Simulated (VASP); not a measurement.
# AlNi (v.f) (Pm-3m) in VASP: notebook

AlNi (v.f) is run at these levels: PBE; tasks: single point, relaxation of cell and atoms.

Program: VASP 6.6.1. These are calculated values, not measurements. Logs are shortened: lines on timing, memory, paths and dates and some standing lists are left out, and cuts for length are marked.

**1. The cell of the first run**

Symmetry: Pm-3m, No. 221, cubic system. Conventional cell: a = 2.860 Å, b = 2.860 Å, c = 2.860 Å, α = 90.00°, β = 90.00°, γ = 90.00°. Within 3.3 Å of Ni (site symmetry m-3m) lie 8 Al at 2.48 Å and 6 Ni at 2.86 Å. Within 3.3 Å of Al (site symmetry m-3m) lie 8 Ni at 2.48 Å and 6 Al at 2.86 Å.

**2. Single point, PBE**

File INCAR:

```
SYSTEM = AlNi
PREC = Accurate ; ENCUT = 600
EDIFF = 1E-6 ; ISMEAR = 0
SIGMA = 0.1 ; LREAL = .FALSE.
LASPH = .TRUE. ; NELM = 120
ALGO = Normal ; ISIF = 2
LWAVE = .FALSE. ; LCHARG = .TRUE.
GGA = PE ; LELF = .TRUE.
LVHAR = .TRUE. ; NBANDS = 14
GGA_COMPAT = .FALSE.
```

File KPOINTS:

```
Automatic mesh
0
G
  6 6 6
  0 0 0
```

File POSCAR:

```
AlNi
1.0
    2.8600000000      0.0000000000      0.0000000000
    0.0000000000      2.8600000000      0.0000000000
    0.0000000000      0.0000000000      2.8600000000
Ni Al
1 1
Direct
    0.0000000000      0.0000000000      0.0000000000
    0.5000000000      0.5000000000      0.5000000000
```

Potentials or basis: VASP PAW PBE potentials, release 64 (Ni, Al).

Run with:

```
cat potpaw_PBE.64/Ni/POTCAR potpaw_PBE.64/Al/POTCAR > POTCAR
mpirun -np 1 vasp_std > vasp.out
```

OUTCAR:

```text
SYSTEM = AlNi
   PREC = Accurate
   ENCUT = 600
   EDIFF = 1E-6
   ISMEAR = 0
   LREAL = .FALSE.
   LASPH = .TRUE.
   NELM = 120
   ISIF = 2
   GGA = PE

 ion  position               nearest neighbor table
   1  0.000  0.000  0.000-   2 2.48   2 2.48   2 2.48   2 2.48   2 2.48   2 2.48   2 2.48   2 2.48

   2  0.500  0.500  0.500-   1 2.48   1 2.48   1 2.48   1 2.48   1 2.48   1 2.48   1 2.48   1 2.48

  LATTYP: Found a simple cubic cell.
 ALAT       =     2.8600000000

  Lattice vectors:

 A1 = (   2.8600000000,   0.0000000000,   0.0000000000)
 A2 = (   0.0000000000,   2.8600000000,   0.0000000000)
 A3 = (   0.0000000000,   0.0000000000,   2.8600000000)

Analysis of symmetry for initial positions (statically):
=====================================================================
 Subroutine PRICEL returns:
 Original cell was already a primitive cell.

 Routine SETGRP: Setting up the symmetry group for a
 simple cubic supercell.

 Subroutine GETGRP returns: Found 48 space group operations
 (whereof 48 operations were pure point group operations)
 out of a pool of 48 trial point group operations.

The static configuration has the point symmetry O_h .

Analysis of symmetry for dynamics (positions and initial velocities):
=====================================================================
 Subroutine PRICEL returns:
 Original cell was already a primitive cell.

 Routine SETGRP: Setting up the symmetry group for a
 simple cubic supercell.

 Subroutine GETGRP returns: Found 48 space group operations
 (whereof 48 operations were pure point group operations)
 out of a pool of 48 trial point group operations.

The dynamic configuration has the point symmetry O_h .

 Subroutine INISYM returns: Found 48 space group operations
 (whereof 48 operations are pure point group operations),
 and found     1 'primitive' translations

----------------------------------------------------------------------------------------

                                     Primitive cell

  volume of cell :      23.3937

  direct lattice vectors                    reciprocal lattice vectors
     2.860000000  0.000000000  0.000000000     0.349650350  0.000000000  0.000000000
     0.000000000  2.860000000  0.000000000     0.000000000  0.349650350  0.000000000
     0.000000000  0.000000000  2.860000000     0.000000000  0.000000000  0.349650350

  length of vectors
     2.860000000  2.860000000  2.860000000     0.349650350  0.349650350  0.349650350

  position of ions in fractional coordinates (direct lattice)
     0.000000000  0.000000000  0.000000000
     0.500000000  0.500000000  0.500000000

  ion indices of the primitive-cell ions
   primitive index   ion index
                 1           1
[... 82 lines left out ...]
   EFERMI =   0.00;   METHOD = LEGACY
   ISMEAR =     0;   SIGMA  =   0.10  broadening in eV -4-tet -1-fermi 0-gaus
   EFERMI_NEDOS =   21; number of points for ismear=-14 and -15
   IALGO  =     38    algorithm
   IMIX   =      4    mixing-type and parameters
     AMIX     =   0.40;   BMIX     =  1.00
     AMIX_MAG =   1.60;   BMIX_MAG =  1.00
  volume/ion in A,a.u.               =      11.70        78.93
  Fermi-wavevector in a.u.,A,eV,Ry     =   1.345932  2.543443 24.647417  1.811534
  Thomas-Fermi vector in A             =   2.473805
   LORBIT       =      0    0 simple, 1 ext, 2 COOP (PROOUT), +10 PAW based schemes
   GGA     = PE    functional components
   LHFCALC =     F    Hartree Fock is set to
   AEXX    =    0.0000 exact exchange contribution
   IVDW    =     0    specifies the selected vdW correction
   LEPSILON=     F    determine dielectric tensor
   LRPA    =     F    only Hartree local field effects (RPA)
 non-spin polarized calculation
 Gauss-broadening in eV      SIGMA  =   0.10
  energy-cutoff  :      600.00
  volume of cell :       23.39
 maximum number of plane-waves:       804
 NGX is ok and might be reduce to    24
   NGX = 11   NGY = 11   NGZ = 11

 number of electron      13.0000010 magnetization

 Free energy of the ion-electron system (eV)
  ---------------------------------------------------
  ext. energy  EPLUGINS =         0.00000000
  ---------------------------------------------------
  free energy    TOTEN  =       -10.49721159 eV

  energy without entropy =      -10.49019644  energy(sigma->0) =      -10.49370402

 E-fermi :  10.3644     XC(G=0): -12.1549

 val. band max:       10.3524116652   @ k =   0.3333   0.1667   0.0000
 cond. band min:      10.6576586832   @ k =   0.3333   0.1667   0.1667
 fundamental gap:      0.3052470180
 Fermi energy:        10.3643714065

 k-point     1 :       0.0000    0.0000    0.0000
  band No.  band energies     occupation
      1      -0.9798      2.00000
      2       6.9695      2.00000
      3       6.9695      2.00000
      4       8.7112      2.00000
      5       8.7112      2.00000
      6       8.7112      2.00000
      7      15.9138      0.00000
      8      15.9138      0.00000
      9      15.9138      0.00000
     10      18.5119      0.00000
     11      18.5119      0.00000
     12      24.4580      0.00000
     13      31.5053      0.00000
     14      31.5053      0.00000
[... 309 lines left out ...]
      1       6.1007      2.00000
      2       6.1007      2.00000
      3       6.1007      2.00000
      4       9.2853      2.00000
      5       9.2853      2.00000
      6      12.3034      0.00000
      7      12.3034      0.00000
      8      12.3034      0.00000
      9      14.2106      0.00000
     10      14.8505      0.00000
     11      14.8505      0.00000
     12      14.8505      0.00000
     13      18.2215      0.00000
     14      38.0003      0.00000

------------------------ aborting loop because EDIFF is reached ----------------------------------------

  FORCE on cell =-STRESS in cart. coord.  units (eV):
  Direction    XX          YY          ZZ          XY          YZ          ZX
  --------------------------------------------------------------------------------------
  -------------------------------------------------------------------------------------
  Total        0.8978173      0.8978173      0.8978173     -0.0000000      0.0000000     -0.0000000
  in kB       61.4894259     61.4894259     61.4894259     -0.0000000      0.0000000     -0.0000000
  external PRESSURE =      61.4894259 kB  Pullay stress =       0.0000000 kB

 VOLUME and BASIS-vectors are now :
 -----------------------------------------------------------------------------
  energy-cutoff  :      600.00
  volume of cell :       23.39
      direct lattice vectors                 reciprocal lattice vectors
     2.860000000  0.000000000  0.000000000     0.349650350  0.000000000  0.000000000
     0.000000000  2.860000000  0.000000000     0.000000000  0.349650350  0.000000000
     0.000000000  0.000000000  2.860000000     0.000000000  0.000000000  0.349650350

 POSITION                                       TOTAL-FORCE (eV/Angst)
 -----------------------------------------------------------------------------------
      0.00000      0.00000      0.00000         0.000000      0.000000      0.000000
      1.43000      1.43000      1.43000         0.000000      0.000000      0.000000
 -----------------------------------------------------------------------------------
    total drift:                                0.000000      0.000000      0.000000

  FREE ENERGIE OF THE ION-ELECTRON SYSTEM (eV)
  ---------------------------------------------------
  free  energy   TOTEN  =       -10.4972115943 eV

  energy  without entropy=      -10.4901964363  energy(sigma->0) =      -10.49370402
```

OSZICAR:

```text
N       E                     dE             d eps       ncg     rms          rms(c)
DAV:   1     0.463270466717E+02    0.46327E+02   -0.57088E+03   560   0.107E+03
DAV:   2    -0.978091262350E+01   -0.56108E+02   -0.50650E+02   572   0.195E+02
DAV:   3    -0.119515661702E+02   -0.21707E+01   -0.21314E+01   740   0.418E+01
DAV:   4    -0.119799694628E+02   -0.28403E-01   -0.28397E-01   656   0.425E+00
DAV:   5    -0.119807916536E+02   -0.82219E-03   -0.82215E-03   722   0.819E-01    0.121E+01
DAV:   6    -0.137372021813E+02   -0.17564E+01   -0.44186E+01   632   0.941E+01    0.155E+01
DAV:   7    -0.105219216045E+02    0.32153E+01   -0.13404E+01   650   0.563E+01    0.948E-01
DAV:   8    -0.105106867914E+02    0.11235E-01   -0.23694E-01   698   0.516E+00    0.971E-01
DAV:   9    -0.104973832127E+02    0.13304E-01   -0.37391E-02   702   0.252E+00    0.168E-01
DAV:  10    -0.104972242340E+02    0.15898E-03   -0.57718E-04   692   0.277E-01    0.854E-02
DAV:  11    -0.104972117932E+02    0.12441E-04   -0.62434E-05   800   0.106E-01    0.986E-03
DAV:  12    -0.104972115943E+02    0.19889E-06   -0.15616E-06   576   0.105E-02
   1 F= -.10497212E+02 E0= -.10493704E+02  d E =-.701516E-02
```

stdout:

```text
POSCAR found type information on POSCAR NiAl
 POSCAR found :  2 types and       2 ions
 scaLAPACK will be used
 LDA part: xc-table for (Slater+PW92), standard interpolation
 POSCAR, INCAR and KPOINTS ok, starting setup
 FFT: planning ... GRIDC
 FFT: planning ... GRID_SOFT
 FFT: planning ... GRID
 WAVECAR not read
 entering main loop
```

It took 8.5 s on 1 thread of Intel Xeon Platinum 8259CL at 2.50GHz (Skylake/Cascade Lake), shared host; peak memory 0.13 GiB.

Results:

| Property | Result |
| --- | --- |
| Free energy | -10.4972 eV |
| Pressure | 6.1 GPa |

Caveat: the k points lie up to 0.37 Å⁻¹ apart. Spin polarisation is off, so any magnetic state and its effect on volume and gap are missing.

**3. Single point, PBE**

This run uses another cell than the first one, of 12.10 Å³/atom, 1.035 times its volume.

File INCAR:

```
PREC = Accurate
ENCUT = 600
EDIFF = 1E-6
ISMEAR = 0
SIGMA = 0.1
LREAL = False
LASPH = True
NELM = 120
ALGO = Normal
ISIF = 2
LWAVE = False
LCHARG = False
GGA = PE
NBANDS = 14
GGA_COMPAT = False
```

File KPOINTS:

```
Automatic mesh
0
Gamma
  14 14 14
```

File POSCAR:

```
AlNi
1.0
    2.8927730638      0.0000000000      0.0000000000
    0.0000000000      2.8927730638      0.0000000000
    0.0000000000      0.0000000000      2.8927730638
Ni Al
1 1
Direct
    0.0000000000      0.0000000000      0.0000000000
    0.5000000000      0.5000000000      0.5000000000
```

Potentials or basis: VASP PAW PBE potentials, release 64 (Ni, Al).

Run with:

```
cat potpaw_PBE.64/Ni/POTCAR potpaw_PBE.64/Al/POTCAR > POTCAR
mpirun -np 1 vasp_std > vasp.out
```

Run time: 35 s. Hardware: 1 thread of Intel Xeon Platinum 8259CL at 2.50GHz (Skylake/Cascade Lake), shared host; peak memory 0.17 GiB.

The run converged. Its results:

| Property | Result |
| --- | --- |
| Free energy | -10.5394 eV |
| Pressure | 0.0 GPa |

Levels at points of the mesh, in eV from the Fermi level:
```
           k point  band 4  band 5  band 6  band 7  band 8  band 9  band 10  band 11
(0.00, 0.00, 0.00)   -1.49   -1.49   -1.49    5.48    5.48    5.48     8.12     8.12
(0.50, 0.00, 0.00)   -2.18   -2.18   -1.40   -0.61    8.29    9.99     9.99    10.79
(0.50, 0.50, 0.00)   -2.82   -2.01   -2.01   -0.97    1.49    2.44    12.17    15.07
(0.50, 0.50, 0.50)   -0.94   -0.94    2.05    2.05    2.05    3.61     4.42     4.42
```

(Continued in part 2 of 2.)
